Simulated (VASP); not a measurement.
# Be (P-1) in VASP: a series of runs

Runs on Be. Level: PBEsol. Tasks: electric field gradients.

Program: VASP 6.6.1. These are calculated values, not measurements. Logs are shortened: lines on timing, memory, paths and dates and some standing lists are left out, and cuts for length are marked.

**1. The cell of the first run**

The typed cell holds 2 atoms: a = 2.265 Å, b = 2.255 Å, c = 3.574 Å, α = 89.79°, β = 89.43°, γ = 119.57°.

**2. Electric field gradients, PBEsol (equal xy, yz and zx shear strains of +1 %)**

The input, INCAR:

```
ALGO = Normal ; EDIFF = 1E-8
ENCUT = 520 ; GGA = PS
ISIF = 2 ; ISMEAR = -1
LASPH = T ; LCHARG = F
LEFG = T ; LREAL = F
LWAVE = F ; NBANDS = 9
NELM = 60 ; PREC = Accurate
SIGMA = 0.05
```

The input, KPOINTS:

```
k-points
0
Gamma
  21 21 11
```

The input, POSCAR:

```
Be
1.0
    2.2647826536      0.0113239133      0.0113239133
   -1.1225845302      1.9556973554      0.0041448399
    0.0178705123      0.0178705123      3.5741024600
Be
2
Direct
    0.3333333333      0.6666666667      0.7500000000
    0.6666666667      0.3333333333      0.2500000000
```

Potentials or basis: VASP PAW PBE potentials, release 64 (Be).

Launch:

```bash
cat potpaw_PBE.64/Be/POTCAR > POTCAR
mpirun -np 1 vasp_std > vasp.out
```

OUTCAR:

```text
EDIFF = 1E-8
   ENCUT = 520
   GGA = PS
   ISIF = 2
   ISMEAR = -1
   LASPH = T
   LREAL = F
   NELM = 60
   PREC = Accurate

 ion  position               nearest neighbor table
   1  0.333  0.667  0.750-   2 2.20   2 2.20   2 2.21   2 2.21   2 2.22   2 2.23
   2  0.667  0.333  0.250-   1 2.20   1 2.20   1 2.21   1 2.21   1 2.22   1 2.23

  LATTYP: Found a triclinic cell.
 ALAT       =     2.2746490953
 B/A-ratio  =     2.3213967219
 C/A-ratio  =     0.9956873247
 COS(alpha) =     0.0006618465
 COS(beta)  =     0.5064876926
 COS(gamma) =     0.6350798422

  Lattice vectors:

 A1 = (  -1.1421981234,  -1.9670212687,  -0.0154687532)
 A2 = (  -0.0017430809,  -3.9048481118,   3.5544888669)
 A3 = (  -2.2647826536,  -0.0113239133,  -0.0113239133)

Analysis of symmetry for initial positions (statically):
=====================================================================
 Subroutine PRICEL returns:
 Original cell was already a primitive cell.

 Routine SETGRP: Setting up the symmetry group for a
 triclinic supercell.

 Subroutine GETGRP returns: Found  2 space group operations
 (whereof  2 operations were pure point group operations)
 out of a pool of  2 trial point group operations.

The static configuration has the point symmetry S_2 .

Analysis of symmetry for dynamics (positions and initial velocities):
=====================================================================
 Subroutine PRICEL returns:
 Original cell was already a primitive cell.

 Routine SETGRP: Setting up the symmetry group for a
 triclinic supercell.

 Subroutine GETGRP returns: Found  2 space group operations
 (whereof  2 operations were pure point group operations)
 out of a pool of  2 trial point group operations.

The dynamic configuration has the point symmetry S_2 .

 Subroutine INISYM returns: Found  2 space group operations
 (whereof  2 operations are pure point group operations),
 and found     1 'primitive' translations

----------------------------------------------------------------------------------------

                                     Primitive cell

  volume of cell :      15.8752

  direct lattice vectors                    reciprocal lattice vectors
[... 131 lines left out ...]
  free energy    TOTEN  =        -7.99068350 eV

  energy without entropy =       -7.98870884  energy(sigma->0) =       -7.98969617

 E-fermi :   7.0216     XC(G=0): -10.5951

 val. band max:        7.0179662451   @ k =   0.2857   0.4286   0.0000
 cond. band min:       7.0230144873   @ k =   0.3810   0.3333   0.3636
 fundamental gap:      0.0050482422
 Fermi energy:         7.0216052055

 k-point     1 :       0.0000    0.0000    0.0000
  band No.  band energies     occupation
      1      -4.3389      2.00000
      2       2.5176      2.00000
      3       8.0594      0.00000
      4      22.8510      0.00000
      5      23.0916      0.00000
      6      25.6668      0.00000
      7      25.9205      0.00000
      8      27.8002      0.00000
      9      34.0560      0.00000
[... 265 lines left out ...]
 k-point    24 :      -0.4286    0.0476   -0.0000
  band No.  band energies     occupation
      1       0.3259      2.00000
      2       5.7683      2.00000
      3       8.5282      0.00000
      4      13.0395      0.00000
      5      15.9586      0.00000
      6      16.1912      0.00000
      7      19.0549      0.00000
      8      24.1747      0.00000
      9      27.1846      0.00000

 [... further k-points ...]

------------------------ aborting loop because EDIFF is reached ----------------------------------------

  FORCE on cell =-STRESS in cart. coord.  units (eV):
  Direction    XX          YY          ZZ          XY          YZ          ZX
  --------------------------------------------------------------------------------------
  -------------------------------------------------------------------------------------
  Total       -0.1161202     -0.1086081     -0.1313396     -0.1010488     -0.1565251     -0.1563045
  in kB      -11.7192553    -10.9611158    -13.2552541    -10.1982005    -15.7970629    -15.7748011
  external PRESSURE =     -11.9785417 kB  Pullay stress =       0.0000000 kB

 VOLUME and BASIS-vectors are now :
 -----------------------------------------------------------------------------
  energy-cutoff  :      520.00
  volume of cell :       15.88
      direct lattice vectors                 reciprocal lattice vectors
     2.264782654  0.011323913  0.011323913     0.440297094  0.252741084 -0.003465191
    -1.122584530  1.955697355  0.004144840    -0.002536696  0.509875854 -0.002536696
     0.017870512  0.017870512  3.574102460    -0.001392062 -0.001392062  0.279804445

 POSITION                                       TOTAL-FORCE (eV/Angst)
 -----------------------------------------------------------------------------------
      0.01994      1.32098      2.68711        -0.027065      0.000572      0.001283
      1.14013      0.66392      0.90246         0.027065     -0.000572     -0.001283
 -----------------------------------------------------------------------------------
    total drift:                                0.000000     -0.000000      0.000000

  FREE ENERGIE OF THE ION-ELECTRON SYSTEM (eV)
  ---------------------------------------------------
  free  energy   TOTEN  =        -7.9906835006 eV

  energy  without entropy=       -7.9887088402  energy(sigma->0) =       -7.98969617

 Electric field gradients (V/A^2)
---------------------------------------------------------------------
 ion       V_xx      V_yy      V_zz      V_xy      V_xz      V_yz
---------------------------------------------------------------------
   1       0.287     0.280    -0.566     0.076     0.067     0.068
   2       0.287     0.280    -0.566     0.076     0.067     0.068
---------------------------------------------------------------------

 Electric field gradients after diagonalization (V/A^2)
 (convention: |V_zz| > |V_xx| > |V_yy|)
----------------------------------------------------------------------
 ion       V_xx      V_yy      V_zz     asymmetry (V_yy - V_xx)/ V_zz
----------------------------------------------------------------------
   1       0.369     0.207    -0.576       0.282
   2       0.369     0.207    -0.576       0.282
----------------------------------------------------------------------

           NMR quadrupolar parameters

 Cq : quadrupolar parameter    Cq=e*Q*V_zz/h
 eta: asymmetry parameters     (V_yy - V_xx)/ V_zz
 Q  : nuclear electric quadrupole moment in mb (millibarn)
----------------------------------------------------------------------
 ion       Cq(MHz)       eta       Q (mb)
----------------------------------------------------------------------
   1      -0.001       0.282       1.000
   2      -0.001       0.282       1.000
----------------------------------------------------------------------
```

OSZICAR:

```text
N       E                     dE             d eps       ncg     rms          rms(c)
DAV:   1    -0.325573697650E+01   -0.32557E+01   -0.17756E+03 44092   0.365E+02
DAV:   2    -0.796878636227E+01   -0.47130E+01   -0.46044E+01 65526   0.541E+01
DAV:   3    -0.802279730727E+01   -0.54011E-01   -0.53364E-01 49402   0.382E+00
DAV:   4    -0.802288287362E+01   -0.85566E-04   -0.85558E-04 54315   0.157E-01
DAV:   5    -0.802288292144E+01   -0.47823E-07   -0.46905E-07 48779   0.354E-03    0.124E+00
DAV:   6    -0.800022273143E+01    0.22660E-01   -0.23770E-03 46852   0.475E-01    0.752E-01
DAV:   7    -0.799068441465E+01    0.95383E-02   -0.33568E-03 46181   0.492E-01    0.140E-02
DAV:   8    -0.799068288552E+01    0.15291E-05   -0.14782E-05 48677   0.263E-02    0.597E-03
DAV:   9    -0.799068349740E+01   -0.61188E-06   -0.41124E-07 48848   0.426E-03    0.511E-04
DAV:  10    -0.799068350784E+01   -0.10446E-07   -0.49998E-10 45355   0.144E-04    0.183E-04
DAV:  11    -0.799068350064E+01    0.72056E-08   -0.12471E-10 27614   0.752E-05
   1 F= -.79906835E+01 E0= -.79896962E+01  d E =-.197466E-02
```

stdout:

```text
POSCAR found type information on POSCAR Be
 POSCAR found :  1 types and       2 ions
 scaLAPACK will be used
 -----------------------------------------------------------------------------
[... 27 lines left out ...]
     0.0000333    -0.0954549    -0.1009431     0.3564216    -0.1005193    -0.0037671
     0.0000459    -0.0954549    -0.1009431     0.3564216    -0.1005193    -0.0037671
     0.0000632    -0.0954549    -0.1009431     0.3564216    -0.1005193    -0.0037671

     0.0000242    -0.1286845    -0.1372224     0.4755443    -0.1366403    -0.0051116
     0.0000333    -0.1286845    -0.1372224     0.4755443    -0.1366403    -0.0051116
     0.0000459    -0.1286844    -0.1372224     0.4755443    -0.1366403    -0.0051116
     0.0000632    -0.1286844    -0.1372224     0.4755443    -0.1366403    -0.0051116
```

It took 5.6 min on 1 thread of Intel Xeon 8259CL, shared host; peak memory 0.38 GiB.

Results:

```yaml
Free_energy: -7.9907 eV
Pressure: -1.2 GPa
Largest_force: 0.027 eV/Å
Band_gap_on_the_k_mesh: zero (bands 2 and 3 overlap by 2.03 eV)
Largest_electric_field_gradient_by_atom: Be -0.6 V/Å²
```

Forces in eV/Å, atoms in the order of the input:
```
Be  -0.027  0.001  0.001
Be   0.027 -0.001 -0.001
```

Levels at points of the mesh, in eV from the Fermi level:
```tsv
k point	band 1	band 2	band 3	band 4	band 5
(0.00, 0.00, 0.00)	-11.36	-4.50	1.04	15.83	16.07
```

Electric field gradients, principal values (V/Å²):
```
atom  least  middle  greatest (by size)
1 Be  0.207   0.369              -0.576
2 Be  0.207   0.369              -0.576
```

Caveat: the cell differs from its parent crystal (equal xy, yz and zx shear strains of +1 %); without QUAD_EFG the Cq values of the log hold for a quadrupole moment of 1 mb, not for the nuclei; the PAW data sets were made with another functional, which shifts forces and pressure a little.

**3. Electric field gradients, PBEsol (equal xy, yz and zx shear strains of +1 %)**

The input, INCAR:

```
SYSTEM = Be
PREC = Accurate ; ENCUT = 520
EDIFF = 1E-8 ; ISMEAR = -1
SIGMA = 0.05 ; LREAL = .False.
LASPH = .True. ; NELM = 60
ALGO = Normal ; ISIF = 2
LWAVE = .False. ; LCHARG = .False.
GGA = PS ; LEFG = .True.
NBANDS = 9
```

The input, KPOINTS:

```
Automatic mesh
0
Gamma
  21 21 11
  0 0 0
```

POSCAR is that of step 2.

Potentials or basis: VASP PAW PBE potentials, release 64 (Be).

Launch:

```bash
cat potpaw_PBE.64/Be/POTCAR > POTCAR
mpirun -np 1 vasp_std > vasp.out
```

OUTCAR:

```text
SYSTEM = Be
   PREC = Accurate
   ENCUT = 520
   EDIFF = 1E-8
   ISMEAR = -1
   LREAL = .False.
   LASPH = .True.
   NELM = 60
   ISIF = 2
   GGA = PS

 ion  position               nearest neighbor table
   1  0.333  0.667  0.750-   2 2.20   2 2.20   2 2.21   2 2.21   2 2.22   2 2.23
   2  0.667  0.333  0.250-   1 2.20   1 2.20   1 2.21   1 2.21   1 2.22   1 2.23

  LATTYP: Found a triclinic cell.
 ALAT       =     2.2746490953
 B/A-ratio  =     2.3213967219
 C/A-ratio  =     0.9956873247
 COS(alpha) =     0.0006618465
 COS(beta)  =     0.5064876926
[... 507 lines left out ...]
  free  energy   TOTEN  =        -7.9906835006 eV

  energy  without entropy=       -7.9887088402  energy(sigma->0) =       -7.98969617

 Electric field gradients (V/A^2)
---------------------------------------------------------------------
 ion       V_xx      V_yy      V_zz      V_xy      V_xz      V_yz
---------------------------------------------------------------------
   1       0.287     0.280    -0.566     0.076     0.067     0.068
   2       0.287     0.280    -0.566     0.076     0.067     0.068
---------------------------------------------------------------------

 Electric field gradients after diagonalization (V/A^2)
 (convention: |V_zz| > |V_xx| > |V_yy|)
----------------------------------------------------------------------
 ion       V_xx      V_yy      V_zz     asymmetry (V_yy - V_xx)/ V_zz
----------------------------------------------------------------------
   1       0.369     0.207    -0.576       0.282
   2       0.369     0.207    -0.576       0.282
----------------------------------------------------------------------

           NMR quadrupolar parameters

 Cq : quadrupolar parameter    Cq=e*Q*V_zz/h
 eta: asymmetry parameters     (V_yy - V_xx)/ V_zz
 Q  : nuclear electric quadrupole moment in mb (millibarn)
----------------------------------------------------------------------
 ion       Cq(MHz)       eta       Q (mb)
----------------------------------------------------------------------
   1      -0.001       0.282       1.000
   2      -0.001       0.282       1.000
----------------------------------------------------------------------
```

Wall time 6.8 min (1 thread of Intel Xeon 8259CL, shared host); peak memory 0.39 GiB.

Results:

```yaml
Free_energy: -7.9907 eV
Pressure: -1.2 GPa
Largest_force: 0.027 eV/Å
Band_gap_on_the_k_mesh: zero (bands 2 and 3 overlap by 2.03 eV)
Largest_electric_field_gradient_by_atom: Be -0.6 V/Å²
```

Forces on the atoms (eV/Å):
```
Be  -0.027  0.001  0.001
Be   0.027 -0.001 -0.001
```

Stress tensor (GPa, compression positive):
```
-1.17 -1.02 -1.58
-1.02 -1.10 -1.58
-1.58 -1.58 -1.33
```

Electric field gradients, principal values (V/Å²):
| atom | least | middle | greatest (by size) |
| --- | --- | --- | --- |
| 1 Be | 0.207 | 0.369 | -0.576 |
| 2 Be | 0.207 | 0.369 | -0.576 |

Caveat: the cell differs from its parent crystal (equal xy, yz and zx shear strains of +1 %); without QUAD_EFG the Cq values of the log hold for a quadrupole moment of 1 mb, not for the nuclei; the PAW data sets were made with another functional, which shifts forces and pressure a little.
